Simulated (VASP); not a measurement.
# KB3H8 (P2_1/m) in VASP: electric field gradients with PBE

Aim: the electric field gradients of KB3H8 with PBE.

All numbers are computed with VASP 6.6.1; they aren't measurements. Logs are shortened: lines on timing, memory, paths and dates and some standing lists are left out, and cuts for length are marked.

## (1) The cell of the first run

Symmetry: P2_1/m, No. 11, monoclinic system. The conventional cell has a = 5.323 Å, b = 8.128 Å, c = 5.573 Å, α = 90.00°, β = 94.63°, γ = 90.00°. K (site symmetry m) has 16 H at 2.79 to 3.40 Å and 8 B at 3.23 to 3.62 Å within 3.7 Å. B (site symmetry 1) has 3 H at 1.21 to 1.27 Å within 1.6 Å. B (site symmetry m) has 4 H at 1.21 to 1.46 Å within 1.6 Å. H (site symmetry 1) has 2 B at 1.27 to 1.46 Å within 1.7 Å. Within 1.6 Å of H (site symmetry 1) lie 1 B at 1.21 Å. Within 1.6 Å of H (site symmetry 1) lie 1 B at 1.21 Å. Within 1.6 Å of H (site symmetry m) lie 1 B at 1.21 Å. H (site symmetry m) has 1 B at 1.21 Å within 1.6 Å.

## (2) Electric field gradients, PBE

Input file INCAR:

```
PREC = Accurate
ENCUT = 520
EDIFF = 1E-8
ISMEAR = 0
SIGMA = 0.01
LREAL = Auto
LASPH = T
NELM = 100
ALGO = Normal
ISIF = 2
LWAVE = F
LCHARG = F
GGA = PE
LEFG = T
NBANDS = 44
```

Input file KPOINTS:

```
Automatic mesh
0
Gamma
  5 3 5
```

Input file POSCAR:

```
KB3H8
1.0
    5.3229900000      0.0000000000      0.0000000000
    0.0000000000      8.1279700000      0.0000000000
   -0.4496293076      0.0000000000      5.5550129431
K B H
2 6 16
Direct
    0.2275437893      0.7500000000      0.8956205211
    0.7724562107      0.2500000000      0.1043794789
    0.2108408710      0.1397351034      0.7695678078
    0.7891591290      0.6397351034      0.2304321922
    0.7891591290      0.8602648966      0.2304321922
    0.2108408710      0.3602648966      0.7695678078
    0.3673106495      0.2500000000      0.5509052112
    0.6326893505      0.7500000000      0.4490947888
    0.3242657942      0.0760880868      0.6010519809
    0.6757342058      0.5760880868      0.3989480191
    0.6757342058      0.9239119132      0.3989480191
    0.3242657942      0.4239119132      0.6010519809
    0.3254806762      0.0877589038      0.9503483509
    0.6745193238      0.5877589038      0.0496516491
    0.6745193238      0.9122410962      0.0496516491
    0.3254806762      0.4122410962      0.9503483509
   -0.0011386097      0.0865990758      0.7294660814
    1.0011386097      0.5865990758      0.2705339186
    1.0011386097      0.9134009242      0.2705339186
   -0.0011386097      0.4134009242      0.7294660814
    0.2791022246      0.2500000000      0.3441504834
    0.7208977754      0.7500000000      0.6558495166
    0.5955500371      0.2500000000      0.5744899550
    0.4044499629      0.7500000000      0.4255100450
```

Potentials or basis: VASP PAW PBE potentials, release 64 (K_sv, B, H).

The run is started by

```sh
$ cat potpaw_PBE.64/K_sv/POTCAR potpaw_PBE.64/B/POTCAR potpaw_PBE.64/H/POTCAR > POTCAR
$ mpirun -np 1 vasp_std > vasp.out
```

OUTCAR:

```text
PREC = Accurate
   ENCUT = 520
   EDIFF = 1E-8
   ISMEAR = 0
   LREAL = Auto
   LASPH = T
   NELM = 100
   ISIF = 2
   GGA = PE

 ion  position               nearest neighbor table
   1  0.228  0.750  0.896-
   2  0.772  0.250  0.104-
   3  0.211  0.140  0.770-  13 1.21  17 1.21   9 1.27   7 1.77   6 1.79
   4  0.789  0.640  0.230-  14 1.21  18 1.21  10 1.27   8 1.77   5 1.79
   5  0.789  0.860  0.230-  15 1.21  19 1.21  11 1.27   8 1.77   4 1.79
   6  0.211  0.360  0.770-  16 1.21  20 1.21  12 1.27   7 1.77   3 1.79
   7  0.367  0.250  0.551-  21 1.21  23 1.21   9 1.46  12 1.46   3 1.77   6 1.77
   8  0.633  0.750  0.449-  22 1.21  24 1.21  10 1.46  11 1.46   4 1.77   5 1.77
   9  0.324  0.076  0.601-   3 1.27   7 1.46
  10  0.676  0.576  0.399-   4 1.27   8 1.46
  11  0.676  0.924  0.399-   5 1.27   8 1.46
  12  0.324  0.424  0.601-   6 1.27   7 1.46
  13  0.325  0.088  0.950-   3 1.21
  14  0.675  0.588  0.050-   4 1.21
  15  0.675  0.912  0.050-   5 1.21
  16  0.325  0.412  0.950-   6 1.21
  17  0.999  0.087  0.729-   3 1.21
  18  0.001  0.587  0.271-   4 1.21
  19  0.001  0.913  0.271-   5 1.21
  20  0.999  0.413  0.729-   6 1.21
  21  0.279  0.250  0.344-   7 1.21
  22  0.721  0.750  0.656-   8 1.21
  23  0.596  0.250  0.574-   7 1.21
  24  0.404  0.750  0.426-   8 1.21

  LATTYP: Found a simple monoclinic cell.
 ALAT       =     5.3229900000
 B/A-ratio  =     1.5269557147
 C/A-ratio  =     1.0470017791
 COS(beta)  =    -0.0806773346

  Lattice vectors:

 A1 = (   5.3229900000,   0.0000000000,   0.0000000000)
 A2 = (   0.0000000000,   8.1279700000,   0.0000000000)
 A3 = (  -0.4496293076,   0.0000000000,   5.5550129431)

Analysis of symmetry for initial positions (statically):
=====================================================================
 Subroutine PRICEL returns:
 Original cell was already a primitive cell.

 Routine SETGRP: Setting up the symmetry group for a
 simple monoclinic supercell.

 Subroutine GETGRP returns: Found  4 space group operations
 (whereof  2 operations were pure point group operations)
 out of a pool of  4 trial point group operations.

The static configuration has the point symmetry S_2 .
[... 1198 lines left out ...]
 [... further k-points ...]

 [bands above 38 left out]

------------------------ aborting loop because EDIFF is reached ----------------------------------------

  FORCE on cell =-STRESS in cart. coord.  units (eV):
  Direction    XX          YY          ZZ          XY          YZ          ZX
  --------------------------------------------------------------------------------------
  -------------------------------------------------------------------------------------
  Total        0.4470461      0.5954840      1.0248504      0.0000000      0.0000000      0.0885276
  in kB        2.9801632      3.9697014      6.8320061      0.0000000      0.0000000      0.5901552
  external PRESSURE =       4.5939569 kB  Pullay stress =       0.0000000 kB

 VOLUME and BASIS-vectors are now :
 -----------------------------------------------------------------------------
  energy-cutoff  :      520.00
  volume of cell :      240.34
      direct lattice vectors                 reciprocal lattice vectors
     5.322990000  0.000000000  0.000000000     0.187864339  0.000000000  0.015205961
     0.000000000  8.127970000  0.000000000     0.000000000  0.123031950  0.000000000
    -0.449629308  0.000000000  5.555012943     0.000000000  0.000000000  0.180017582

 POSITION                                       TOTAL-FORCE (eV/Angst)
 -----------------------------------------------------------------------------------
      0.80852      6.09598      4.97518         0.007450     -0.000000     -0.005284
      4.06484      2.03199      0.57983        -0.007450     -0.000000      0.005284
      0.77628      1.13576      4.27496        -0.017250      0.006117     -0.015805
      4.09708      5.19975      1.28005         0.017250      0.006117      0.015805
      4.09708      6.99221      1.28005         0.017250     -0.006117      0.015805
      0.77628      2.92822      4.27496        -0.017250     -0.006117     -0.015805
[... 16 lines left out ...]
      2.91180      2.03199      3.19130         0.023071     -0.000000      0.005496
      1.96156      6.09598      2.36371        -0.023071     -0.000000     -0.005496
 -----------------------------------------------------------------------------------
    total drift:                                0.000000      0.000000     -0.000000

  FREE ENERGIE OF THE ION-ELECTRON SYSTEM (eV)
  ---------------------------------------------------
  free  energy   TOTEN  =      -101.9607315040 eV

  energy  without entropy=     -101.9607315040  energy(sigma->0) =     -101.96073150

 Electric field gradients (V/A^2)
---------------------------------------------------------------------
 ion       V_xx      V_yy      V_zz      V_xy      V_xz      V_yz
---------------------------------------------------------------------
   1       0.740    -5.970     5.230     0.000     5.941    -0.000
   2       0.740    -5.970     5.230     0.000     5.941    -0.000
   3      -3.098     0.236     2.862    -3.097    -8.807     3.494
   4      -3.098     0.236     2.862     3.097    -8.807    -3.494
   5      -3.098     0.236     2.862    -3.097    -8.807     3.494
   6      -3.098     0.236     2.862     3.097    -8.807    -3.494
[... 16 lines left out ...]
  23      17.969    -9.310    -8.658     0.000     2.588     0.000
  24      17.969    -9.310    -8.658    -0.000     2.588    -0.000
---------------------------------------------------------------------

 Electric field gradients after diagonalization (V/A^2)
 (convention: |V_zz| > |V_xx| > |V_yy|)
----------------------------------------------------------------------
 ion       V_xx      V_yy      V_zz     asymmetry (V_yy - V_xx)/ V_zz
----------------------------------------------------------------------
   1      -5.970    -3.366     9.335       0.279
   2      -5.970    -3.366     9.335       0.279
   3      -9.442    -1.714    11.156       0.693
   4      -9.442    -1.714    11.156       0.693
   5      -9.442    -1.714    11.156       0.693
   6      -9.442    -1.714    11.156       0.693
[... 16 lines left out ...]
  23      -9.310    -8.907    18.218       0.022
  24      -9.310    -8.907    18.218       0.022
----------------------------------------------------------------------

           NMR quadrupolar parameters

 Cq : quadrupolar parameter    Cq=e*Q*V_zz/h
 eta: asymmetry parameters     (V_yy - V_xx)/ V_zz
 Q  : nuclear electric quadrupole moment in mb (millibarn)
----------------------------------------------------------------------
 ion       Cq(MHz)       eta       Q (mb)
----------------------------------------------------------------------
   1       0.023       0.279       1.000
   2       0.023       0.279       1.000
   3       0.027       0.693       1.000
   4       0.027       0.693       1.000
   5       0.027       0.693       1.000
   6       0.027       0.693       1.000
[... 16 lines left out ...]
  23       0.044       0.022       1.000
  24       0.044       0.022       1.000
----------------------------------------------------------------------
```

Wall time 3.7 min (1 thread of AMD EPYC 9R45 (Zen 5), shared host); peak memory 0.37 GiB.

What came out:

```
Free energy            : -101.9607 eV
Pressure               : 0.5 GPa
Largest force          : 0.024 eV/Å
Band gap on the k mesh : 6.02 eV, indirect (least direct gap 6.12 eV)
```

Forces on the atoms (eV/Å):
```
K    0.007  0.000 -0.005
K   -0.007  0.000  0.005
B   -0.017  0.006 -0.016
B    0.017  0.006  0.016
B    0.017 -0.006  0.016
B   -0.017 -0.006 -0.016
B    0.003  0.000  0.003
B   -0.003  0.000 -0.003
H   -0.003 -0.001 -0.012
H    0.003 -0.001  0.012
H    0.003  0.001  0.012
H   -0.003  0.001 -0.012
H    0.002 -0.007  0.016
H   -0.002 -0.007 -0.016
H   -0.002  0.007 -0.016
H    0.002  0.007  0.016
H    0.010 -0.004  0.005
H   -0.010 -0.004 -0.005
H   -0.010  0.004 -0.005
H    0.010  0.004  0.005
H   -0.008  0.000 -0.003
H    0.008  0.000  0.003
H    0.023  0.000  0.005
H   -0.023  0.000 -0.005
```

Stress tensor (GPa, compression positive):
```
0.30 0.00 0.06
0.00 0.40 0.00
0.06 0.00 0.68
```

Electric field gradients, principal values (V/Å²):
```
atom   least   middle  greatest (by size)
 1 K  -3.366   -5.970               9.335
 2 K  -3.366   -5.970               9.335
 3 B  -1.714   -9.442              11.156
 4 B  -1.714   -9.442              11.156
 5 B  -1.714   -9.442              11.156
 6 B  -1.714   -9.442              11.156
 7 B  -5.689  -18.650              24.339
 8 B  -5.689  -18.650              24.339
 9 H  -1.591  -10.785              12.376
10 H  -1.591  -10.785              12.376
11 H  -1.591  -10.785              12.376
12 H  -1.591  -10.785              12.376
13 H  -8.727   -9.886              18.613
14 H  -8.727   -9.886              18.613
15 H  -8.727   -9.886              18.613
16 H  -8.727   -9.886              18.613
17 H  -8.939   -9.493              18.432
18 H  -8.939   -9.493              18.432
19 H  -8.939   -9.493              18.432
20 H  -8.939   -9.493              18.432
21 H  -9.283   -9.436              18.720
22 H  -9.283   -9.436              18.720
23 H  -8.907   -9.310              18.218
24 H  -8.907   -9.310              18.218
```

Caveat: without QUAD_EFG the Cq values of the log hold for a quadrupole moment of 1 mb, not for the nuclei.
